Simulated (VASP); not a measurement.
LaAl2Ag3, 6 atoms in the cell. It takes space group P6/mmm (No. 191, hexagonal). The conventional cell has a = 5.893 Å, b = 5.893 Å, c = 4.287 Å, α = 90.00°, β = 90.00°, γ = 120.00°. Within 4.5 Å of La (site symmetry 6/mmm) lie 6 Al at 3.40 Å and 12 Ag at 3.64 Å and 2 La at 4.29 Å. Al (site symmetry -6m2) has 6 Ag at 2.74 Å and 3 Al at 3.40 Å and 3 La at 3.40 Å within 3.6 Å. Ag (site symmetry mmm) has 4 Al at 2.74 Å and 4 Ag at 2.95 Å and 4 La at 3.64 Å within 3.7 Å. 

* Program: VASP 6.6.1
* Task: single point
* Functional: r2SCAN
* Potentials or basis: VASP PAW PBE potentials, release 64 (La, Al, Ag)
* Cutoff: 520 eV
* k mesh: 7 × 7 × 8
* Occupations: fermi-dirac, width 0.1 eV
* Spin: no spin polarisation
* Dipole correction: no
* Further INCAR settings: ALGO = Normal; EDIFF = 1e-07; NBANDS = 34

Potentials or basis: VASP PAW PBE potentials, release 64 (La, Al, Ag).

Run with:

```sh
$ cat potpaw_PBE.64/La/POTCAR potpaw_PBE.64/Al/POTCAR potpaw_PBE.64/Ag/POTCAR > POTCAR
$ cp INCAR.step1 INCAR
$ mpirun -np 1 vasp_std > vasp.out
$ cp INCAR.step2 INCAR
$ mpirun -np 1 vasp_std > vasp.out
```

Hardware: 1 thread of AMD EPYC 7R13 (shared host).

How long does it take, and how much memory?

Wall time 28 min on 1 thread of AMD EPYC 7R13, on a shared host, peak memory 0.39 GiB. Counts: k points 40.
